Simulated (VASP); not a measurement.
Wanted: the native input for a VASP 6.6.1 run.

```
Task                   : single point
Functional             : r2SCAN
Potentials or basis    : VASP PAW PBE potentials, release 64 (Y_sv, N, Lu)
Cutoff                 : 520 eV
k mesh                 : 6 × 6 × 4
Occupations            : fermi-dirac, width 0.02 eV
Spin                   : no spin polarisation
Dipole correction      : no
Further INCAR settings : ALGO = Normal; EDIFF = 1e-07; NBANDS = 31
```

The system is YLuN2.

```xyz
4
Lattice="3.3746 0.0000 0.0000 0.0000 3.3746 0.0000 0.0000 0.0000 4.7702" Properties=species:S:1:pos:R:3 pbc="T T T"
Y     0.0000    0.0000    0.0000
N     0.0000    0.0000    2.3851
N     1.6873    1.6873    0.0000
Lu    1.6873    1.6873    2.3851
```

This cell differs from its parent crystal: volume changed by -3%.

One way to write it, as run:

POSCAR

```
YLuN2
1.0
    3.3745996195      0.0000000000      0.0000000000
    0.0000000000      3.3745996195      0.0000000000
    0.0000000000      0.0000000000      4.7701597572
Y N Lu
1 2 1
Direct
    0.0000000000      0.0000000000      0.0000000000
    0.0000000000      0.0000000000      0.5000000000
    0.5000000000      0.5000000000      0.0000000000
    0.5000000000      0.5000000000      0.5000000000
```

INCAR.step1

```
SYSTEM = YLuN2
PREC = Accurate
ENCUT = 520
ISMEAR = -1
SIGMA = 0.02
LREAL = .False.
LASPH = .True.
NELM = 60
NBANDS = 31
GGA = PE
ALGO = Normal
EDIFF = 1E-4
LWAVE = .True.
LCHARG = .False.
```

INCAR.step2

```
SYSTEM = YLuN2
PREC = Accurate
ENCUT = 520
EDIFF = 1E-7
ISMEAR = -1
SIGMA = 0.02
LREAL = .False.
LASPH = .True.
NELM = 60
ALGO = Normal
ISIF = 2
LWAVE = .False.
LCHARG = .False.
METAGGA = R2SCAN
LMIXTAU = .True.
NBANDS = 31
ISTART = 1
```

KPOINTS

```
regular mesh
0
Gamma
  6 6 4
  0 0 0
```

Potentials or basis: VASP PAW PBE potentials, release 64 (Y_sv, N, Lu).

Run with:

```bash
$ cat potpaw_PBE.64/Y_sv/POTCAR potpaw_PBE.64/N/POTCAR potpaw_PBE.64/Lu/POTCAR > POTCAR
$ cp INCAR.step1 INCAR
$ mpirun -np 1 vasp_std > vasp.out
$ cp INCAR.step2 INCAR
$ mpirun -np 1 vasp_std > vasp.out
```

It gave:

```json
{
  "Pressure": "6.5 GPa",
  "Band gap on the k mesh": "0.36 eV, direct"
}
```

Caveat: the PAW data sets were made with another functional, which shifts forces and pressure a little; spin-orbit coupling is left out, which moves the levels of the heavy elements.

It took 6.3 min on 1 thread of AMD EPYC 7R43 64-Core Processor (Zen 3), on a shared host, peak memory 0.19 GiB.
